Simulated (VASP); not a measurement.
# Tl (I4/mmm) in VASP: single point with PBE

Aim: the single point of Tl with PBE.

All numbers are computed with VASP 6.6.1; they aren't measurements. Logs are shortened: lines on timing, memory, paths and dates and some standing lists are left out, and cuts for length are marked.

## 1. The cell of the first run

It takes space group I4/mmm (No. 139, tetragonal). Conventional cell: a = 3.985 Å, b = 3.985 Å, c = 3.636 Å, α = 90.00°, β = 90.00°, γ = 90.00°. Tl (site symmetry 4/mmm) has 14 Tl at 3.35 to 3.98 Å within 4.4 Å.

## 2. Single point, PBE (strained)

The input, INCAR:

```
  PREC = Accurate
  ENCUT = 520
  EDIFF = 1E-6
  ISMEAR = 0
  SIGMA = 0.1
  LREAL = F
  LASPH = T
  NELM = 60
  ALGO = Normal
  ISIF = 2
  LWAVE = F
  LCHARG = F
  GGA = PE
  NBANDS = 12
```

The input, KPOINTS:

```
regular mesh
0
Gamma
  14 14 14
```

The input, POSCAR:

```
Tl
1.0
   -1.9924947300      1.8178047300      1.9924947300
    1.9924947300     -1.8178047300      1.9924947300
    1.9924947300      1.8178047300     -1.9924947300
Tl
1
Direct
    0.0000000000      0.0000000000      0.0000000000
```

Potentials or basis: VASP PAW PBE potentials, release 64 (Tl_d).

On the command line:

```bash
> cat potpaw_PBE.64/Tl_d/POTCAR > POTCAR
> mpirun -np 1 vasp_std > vasp.out
```

OUTCAR:

```text
PREC = Accurate
   ENCUT = 520
   EDIFF = 1E-6
   ISMEAR = 0
   LREAL = F
   LASPH = T
   NELM = 60
   ISIF = 2
   GGA = PE

 ion  position               nearest neighbor table
   1  0.000  0.000  0.000-

  LATTYP: Found a body centered tetragonal cell.
 ALAT       =     3.9849894600
 C/A-ratio  =     0.9123259914

  Lattice vectors:

 A1 = (  -1.9924947300,  -1.8178047300,   1.9924947300)
 A2 = (   1.9924947300,  -1.8178047300,  -1.9924947300)
 A3 = (   1.9924947300,   1.8178047300,   1.9924947300)

Analysis of symmetry for initial positions (statically):
=====================================================================
 Subroutine PRICEL returns:
 Original cell was already a primitive cell.

 Routine SETGRP: Setting up the symmetry group for a
 body centered tetragonal supercell.

 Subroutine GETGRP returns: Found 16 space group operations
 (whereof 16 operations were pure point group operations)
 out of a pool of 16 trial point group operations.

The static configuration has the point symmetry D_4h.

Analysis of symmetry for dynamics (positions and initial velocities):
=====================================================================
 Subroutine PRICEL returns:
 Original cell was already a primitive cell.

 Routine SETGRP: Setting up the symmetry group for a
 body centered tetragonal supercell.

 Subroutine GETGRP returns: Found 16 space group operations
 (whereof 16 operations were pure point group operations)
 out of a pool of 16 trial point group operations.

The dynamic configuration has the point symmetry D_4h.

 Subroutine INISYM returns: Found 16 space group operations
 (whereof 16 operations are pure point group operations),
 and found     1 'primitive' translations

----------------------------------------------------------------------------------------

                                     Primitive cell

  volume of cell :      28.8670

  direct lattice vectors                    reciprocal lattice vectors
    -1.992494730  1.817804730  1.992494730     0.000000000  0.275057046  0.250941693
     1.992494730 -1.817804730  1.992494730     0.250941693  0.000000000  0.250941693
     1.992494730  1.817804730 -1.992494730     0.250941693  0.275057046  0.000000000

  length of vectors
     3.353279668  3.353279668  3.353279668     0.372327963  0.354885145  0.372327963

  position of ions in fractional coordinates (direct lattice)
[... 83 lines left out ...]
   ISIF   =      2    stress and relaxation
   ISYM   =      2    0-nonsym 1-usesym 2-fastsym
   POTIM  = 0.5000    time-step for ionic-motion
   TEBEG  =    0.0;   TEEND  =   0.0 temperature during run
   PSTRESS=    0.0 pullay stress
   NELECT =      13.0000    total number of electrons
   NUPDOWN=      -1.0000    fix difference up-down
   EMIN   =  10.00;   EMAX   =-10.00  energy-range for DOS
   EFERMI =   0.00;   METHOD = LEGACY
   ISMEAR =     0;   SIGMA  =   0.10  broadening in eV -4-tet -1-fermi 0-gaus
   EFERMI_NEDOS =   21; number of points for ismear=-14 and -15
   IALGO  =     38    algorithm
   IMIX   =      4    mixing-type and parameters
     AMIX     =   0.40;   BMIX     =  1.00
     AMIX_MAG =   1.60;   BMIX_MAG =  1.00
  volume/ion in A,a.u.               =      28.87       194.80
  Fermi-wavevector in a.u.,A,eV,Ry     =   1.254841  2.371306 21.424092  1.574626
  Thomas-Fermi vector in A             =   2.388627
   LORBIT       =      0    0 simple, 1 ext, 2 COOP (PROOUT), +10 PAW based schemes
   GGA     = PE    functional components
   LHFCALC =     F    Hartree Fock is set to
   AEXX    =    0.0000 exact exchange contribution
   IVDW    =     0    specifies the selected vdW correction
   LEPSILON=     F    determine dielectric tensor
   LRPA    =     F    only Hartree local field effects (RPA)
 non-spin polarized calculation
 Gauss-broadening in eV      SIGMA  =   0.10
  energy-cutoff  :      520.00
  volume of cell :       28.87
 maximum number of plane-waves:       798
 NGX is ok and might be reduce to    28
   NGX = 13   NGY = 13   NGZ = 13

 number of electron      12.9999999 magnetization

 Free energy of the ion-electron system (eV)
  ---------------------------------------------------
  ext. energy  EPLUGINS =         0.00000000
  ---------------------------------------------------
  free energy    TOTEN  =        -2.19819776 eV

  energy without entropy =       -2.19590197  energy(sigma->0) =       -2.19704987

 E-fermi :   6.4798     XC(G=0): -10.1449

 val. band max:        6.4732274056   @ k =   0.2857   0.2143   0.0000
 cond. band min:       6.4927013386   @ k =  -0.4286   0.4286   0.2143
 fundamental gap:      0.0194739329
 Fermi energy:         6.4797944738

 k-point     1 :       0.0000    0.0000    0.0000
  band No.  band energies     occupation
      1      -5.2626      2.00000
      2      -5.1351      2.00000
      3      -5.1351      2.00000
      4      -4.8504      2.00000
      5      -4.7217      2.00000
      6      -3.5054      2.00000
      7      16.5856      0.00000
      8      16.5856      0.00000
      9      17.8727      0.00000
     10      18.8915      0.00000
     11      18.8915      0.00000
     12      19.6620      0.00000
[... 331 lines left out ...]
 k-point    24 :       0.1429    0.1429    0.0000
  band No.  band energies     occupation
      1      -5.2468      2.00000
      2      -5.1558      2.00000
      3      -4.9006      2.00000
      4      -4.8709      2.00000
      5      -4.7712      2.00000
      6      -2.1186      2.00000
      7      10.5289      0.00000
      8      12.8532      0.00000
      9      15.0452      0.00000
     10      17.6988      0.00000
     11      19.7336      0.00000
     12      20.6566      0.00000

 [... further k-points ...]

------------------------ aborting loop because EDIFF is reached ----------------------------------------

  FORCE on cell =-STRESS in cart. coord.  units (eV):
  Direction    XX          YY          ZZ          XY          YZ          ZX
  --------------------------------------------------------------------------------------
  -------------------------------------------------------------------------------------
  Total        0.4103514      0.6435000      0.4103514      0.0000000      0.0000000      0.0000000
  in kB       22.7753403     35.7155697     22.7753403      0.0000000      0.0000000      0.0000000
  external PRESSURE =      27.0887501 kB  Pullay stress =       0.0000000 kB

 VOLUME and BASIS-vectors are now :
 -----------------------------------------------------------------------------
  energy-cutoff  :      520.00
  volume of cell :       28.87
      direct lattice vectors                 reciprocal lattice vectors
    -1.992494730  1.817804730  1.992494730     0.000000000  0.275057046  0.250941693
     1.992494730 -1.817804730  1.992494730     0.250941693  0.000000000  0.250941693
     1.992494730  1.817804730 -1.992494730     0.250941693  0.275057046  0.000000000

 POSITION                                       TOTAL-FORCE (eV/Angst)
 -----------------------------------------------------------------------------------
      0.00000      0.00000      0.00000         0.000000      0.000000      0.000000
 -----------------------------------------------------------------------------------
    total drift:                               -0.000000     -0.000000     -0.000000

  FREE ENERGIE OF THE ION-ELECTRON SYSTEM (eV)
  ---------------------------------------------------
  free  energy   TOTEN  =        -2.1981977609 eV

  energy  without entropy=       -2.1959019719  energy(sigma->0) =       -2.19704987
```

stdout:

```text
POSCAR found type information on POSCAR Tl
 POSCAR found :  1 types and       1 ions
 scaLAPACK will be used
 LDA part: xc-table for (Slater+PW92), standard interpolation
 POSCAR, INCAR and KPOINTS ok, starting setup
 FFT: planning ... GRIDC
 FFT: planning ... GRID_SOFT
 FFT: planning ... GRID
 WAVECAR not read
 entering main loop
```

Run time: 36 s. Hardware: 1 thread of Intel Xeon Platinum 8488C (Sapphire Rapids), shared host; peak memory 0.22 GiB.

What came out:

| Quantity | Value |
| --- | --- |
| Free energy | -2.1982 eV |
| Pressure | 2.7 GPa |
| Band gap on the k mesh | zero (an odd number of electrons rules out a gap without spin polarisation) |

Stress tensor (GPa, compression positive):
```
2.28 0.00 0.00
0.00 3.57 0.00
0.00 0.00 2.28
```

Caveat: the cell differs from its parent crystal (strained); spin-orbit coupling is left out, which moves the levels of the heavy elements.
